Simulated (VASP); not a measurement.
Runs of VASP 6.6.1 on Ga. The structure is that of space group Pm-3m (No. 221), or close to it. The cells are those of the table. 

```tsv
cell	k mesh	gap on the mesh (eV)	pressure (GPa)
a = 2.750 Å, 1 atom	13 × 13 × 13	none	-0.1
a = 2.675 Å, 1 atom	13 × 13 × 13	none	(a)
a = 2.822 Å, 1 atom	13 × 13 × 13	none	(b)
a = 2.635 Å, 1 atom	13 × 13 × 13	none	7.2
a = 2.750 Å, 1 atom	11 × 11 × 11	none	0.1
```

Alike in all rows: task single point; level revPBE; potentials or basis VASP PAW PBE potentials, release 64 (Ga_d); no spin polarisation; cutoff (eV) 520; smearing fermi-dirac 0.1 eV.

**Question.** Fill in the values left out.

**Answer.** (a) 4.2; (b) -2.6.

Caveats: the PAW data sets were made with another functional, which shifts forces and pressure a little.

A k mesh can miss the band edges, and the runs leave out spin-orbit coupling on Ga.

A gap of «none» marks levels without a gap at the run's occupations.
